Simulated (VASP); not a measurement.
Input of a VASP 6.6.1 run:

File INCAR:

```
PREC     = Accurate       # precision mode
ENCUT    = 520            # plane-wave cutoff, eV
EDIFF    = 1E-7           # SCF threshold, eV
ISMEAR   = -1             # smearing method
SIGMA    = 0.05           # smearing width, eV
LREAL    = False          # projectors in reciprocal space
LASPH    = True           # aspherical terms in the spheres
NELM     = 80             # most SCF steps
ALGO     = Normal         # electronic algorithm
ISIF     = 2              # what is computed and relaxed
LWAVE    = False          # write WAVECAR
LCHARG   = False          # write CHGCAR
GGA      = PE             # functional
NBANDS   = 10             # bands
```

The input KPOINTS:

```
Automatic mesh
0
Gamma
  9 9 9
```

The input POSCAR:

```
I
1.0
    0.0000000000      2.3656004428      3.9098401324
    2.1922454667      0.0000000000      3.9098401324
    2.1922454667      2.3656004428      0.0000000000
I
1
Direct
    0.0000000000      0.0000000000      0.0000000000
```

Potentials or basis: VASP PAW PBE potentials, release 64 (I).

Run with:

```bash
$ cat potpaw_PBE.64/I/POTCAR > POTCAR
$ mpirun -np 1 vasp_std > vasp.out
```

Problem. Estimate the pressure.

Solution. 0.4 GPa.

Stress tensor (GPa, compression positive):
```
0.38 0.00 0.00
0.00 0.15 0.00
0.00 0.00 0.79
```

Caveat: an odd number of electrons without spin polarisation forces a metal; a magnetic or distorted state may lie lower.
